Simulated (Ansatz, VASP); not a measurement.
## Re: VASP beside Ansatz

INCAR

```
PREC = Accurate
ENCUT = 520
EDIFF = 1E-6
ISMEAR = 0
SIGMA = 0.1
LREAL = False
LASPH = True
NELM = 100
ALGO = Normal
ISIF = 2
LWAVE = False
LCHARG = False
GGA = PE
NBANDS = 14
```

The input KPOINTS:

```
Automatic mesh
0
Gamma
  6 6 6
```

File POSCAR:

```
Re
1.0
    1.4326931800      0.8271657900      4.1627122900
   -1.4326931800      0.8271657900      4.1627122900
    0.0000000000     -1.6543315900      4.1627122900
Re
2
Direct
    0.2366874000      0.2366874000      0.2366874000
    0.7633126000      0.7633126000      0.7633126000
```

Input for Ansatz:

```yaml
crystal:
  lattice:
    - [1.43269318, 0.82716579, 4.16271229]
    - [-1.43269318, 0.82716579, 4.16271229]
    - [0.0, -1.65433159, 4.16271229]
  atoms:
    - { symbol: Re, position: [0.2366874, 0.2366874, 0.2366874] }
    - { symbol: Re, position: [0.7633126, 0.7633126, 0.7633126] }
basis:
  ecutwfc: 420
kpoints:
  mp_grid: { grid: [6, 6, 6] }
hamiltonian:
  xc: pbe
scf:
  occupations: { method: gaussian, width: 0.1 }
  lower_state_search: "off"
output:
  forces: true
  stress: true
  eigenvalues: true
```

Alike in both runs: task single point; functional PBE; k mesh 6 × 6 × 6; occupations gaussian, width 0.1 eV; no spin polarisation.

|  | VASP | Ansatz |
| --- | --- | --- |
| version | VASP 6.6.1 | Ansatz 0.2.0 |
| potentials or method | VASP PAW PBE potentials, release 64 (Re), cutoff 520 eV | scalar-relativistic, plane waves, PAW |
| valence electrons in the cell | 14 | 30 |

Ansatz gave:

* gap on the k mesh at the Fermi level (eV): none
* rms of the force components (eV/Å): 3.066

What did VASP give for the same quantities?

gap on the k mesh at the Fermi level (eV): none; rms of the force components (eV/Å): 2.902.

Atom by atom the forces differ by 0.163 eV/Å (rms over components). A gap of «none» marks a metal or a gap that the smearing closes. With one functional, cell and mesh, what is left measures potentials, basis and numerics. VASP's potentials hold 14 valence electrons a cell and Ansatz's 30, so a difference there can come from the potentials and not from the codes.

The k mesh is coarse, so the values compare programs but aren't converged. Spin-orbit coupling is off throughout.
